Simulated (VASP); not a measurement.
Input of a VASP 6.6.1 run:

File INCAR:

```
SYSTEM = Ga
PREC = Accurate ; ENCUT = 520
EDIFF = 1E-7 ; ISMEAR = 0
SIGMA = 0.15 ; LREAL = .False.
LASPH = .True. ; NELM = 80
ALGO = Fast ; ISIF = 2
LWAVE = .False. ; LCHARG = .False.
GGA = PS ; NBANDS = 20
```

File KPOINTS:

```
Automatic mesh
0
Gamma
  20 20 16
  0 0 0
```

File POSCAR:

```
Ga
1.0
    1.5619651503     -4.3788885075      0.0000000000
    1.5619651503      4.3788885075      0.0000000000
    0.0000000000      0.0000000000      2.7318231870
Ga
2
Direct
    0.8670000000      0.1330000000      0.2500000000
    0.1330000000      0.8670000000      0.7500000000
```

Potentials or basis: VASP PAW PBE potentials, release 64 (Ga_d).

Launch:

```console
$ cat potpaw_PBE.64/Ga_d/POTCAR > POTCAR
$ mpirun -np 1 vasp_std > vasp.out
```

(1) Predict the pressure.

(2) Predict the largest force.

(3) Predict the band gap on the k mesh.

Results:

(1) -0.1 GPa.

(2) 0.319 eV/Å.

(3) zero (bands 13 and 14 overlap by 7.85 eV).

Caveat: the stress differs along the axes, from -5 to 3 GPa; the PAW data sets were made with another functional, which shifts forces and pressure a little.
